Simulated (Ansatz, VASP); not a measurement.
# Bi in VASP and in Ansatz

```
CELL_PARAMETERS angstrom
-1.74525 1.74525 2.53586
1.74525 -1.74525 2.53586
1.74525 1.74525 -2.53586
ATOMIC_POSITIONS crystal
Bi 0.00000 0.00000 0.00000
```

Alike in both runs: task single point; functional PBE; dispersion D3(BJ); k mesh 18 × 18 × 18; occupations gaussian, width 0.15 eV; no spin polarisation.

|  | VASP | Ansatz |
| --- | --- | --- |
| version | VASP 6.6.1 | Ansatz 0.2.0 |
| potentials or method | VASP PAW PBE potentials, release 64 (Bi_d), cutoff 520 eV | scalar-relativistic, plane waves, PAW |
| valence electrons in the cell | 15 | 15 |

```tsv
	VASP	Ansatz	Ansatz less VASP
gap on the k mesh at the Fermi level (eV)	none	none	-
pressure (GPa)	-1.2	-1.2	+0.05
traceless stress, the component that is largest in VASP (GPa)	0.20	0.20	+0.001
```

A gap of «none» marks a metal or a gap that the smearing closes.

Neither program's run includes spin-orbit coupling.
